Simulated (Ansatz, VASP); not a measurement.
**SnO in VASP and in Ansatz**

Contents of INCAR:

```
SYSTEM = SnO
ALGO = Normal
EDIFF = 1E-6
ENCUT = 600
GGA = LIBXC
GGA_COMPAT = .False.
ISIF = 2
ISMEAR = -1
LASPH = .True.
LCHARG = .False.
LIBXC1 = GGA_X_B88
LIBXC2 = GGA_C_PBE
LREAL = .False.
LWAVE = .False.
NBANDS = 28
NELM = 120
PREC = Accurate
SIGMA = 0.05
```

KPOINTS

```
k-points
0
Gamma
  7 7 6
  0 0 0
```

POSCAR

```
SnO
1.0
    3.7621524798      0.0000000000      0.0000000000
    0.0000000000      3.7621524798      0.0000000000
    0.0000000000      0.0000000000      4.8208658347
Sn O
2 2
Direct
    0.5000000000      0.0000000000      0.7646261400
    0.0000000000      0.5000000000      0.2353738600
    0.0000000000      0.0000000000      0.0000000000
    0.5000000000      0.5000000000      0.0000000000
```

Contents of input.yaml:

```yaml
crystal:
  lattice:
    - [3.7621524798, 0.0, 0.0]
    - [0.0, 3.7621524798, 0.0]
    - [0.0, 0.0, 4.8208658347]
  atoms:
    - { symbol: Sn, position: [0.5, 0.0, 0.76462614] }
    - { symbol: Sn, position: [0.0, 0.5, 0.23537386] }
    - { symbol: O, position: [0.0, 0.0, 0.0] }
    - { symbol: O, position: [0.5, 0.5, 0.0] }
hamiltonian:
  xc: { exchange: b88, correlation: pbe }
  pseudopotentials: { kind: paw }
kpoints:
  mp_grid: { grid: [7, 7, 6] }
scf:
  occupations: { method: fermi_dirac, width: 0.05 }
output:
  forces: true
  stress: true
  eigenvalues: true
```

Alike in both runs: task single point; functional b88 exchange, pbe correlation; k mesh 7 × 7 × 6; occupations fermi-dirac, width 0.05 eV; no spin polarisation.

|  | VASP | Ansatz |
| --- | --- | --- |
| version | VASP 6.6.1 | Ansatz 0.2.0 |
| potentials or method | VASP PAW PBE potentials, release 64 (Sn_d, O) | Ansatz PAW |
| plane-wave cutoff (eV) | 600 | 420 |
| valence electrons in the cell | 40 | 40 |

Ansatz gave:

- gap on the k mesh at the Fermi level (eV): 0.24
- least direct gap on the mesh (eV): 2.09
- pressure (GPa): 7.7
- traceless stress, the component that is largest in VASP (GPa): -1.34
- rms of the force components (eV/Å): 0.384

Question: What did VASP give for the same quantities?

Answer: gap on the k mesh at the Fermi level (eV): 0.25; least direct gap on the mesh (eV): 2.05; pressure (GPa): 7.9; traceless stress, the component that is largest in VASP (GPa): -1.32; rms of the force components (eV/Å): 0.422.

VASP's potentials were made for PBE, not for b88 exchange, pbe correlation. Atom by atom the forces differ by 0.038 eV/Å (rms over components). With one functional, cell and mesh, what is left measures potentials, basis and numerics.

Noted on Ansatz's run: odd divisions of the mesh miss points on the zone boundary, where band edges often lie, so the gap on the mesh can be too wide.
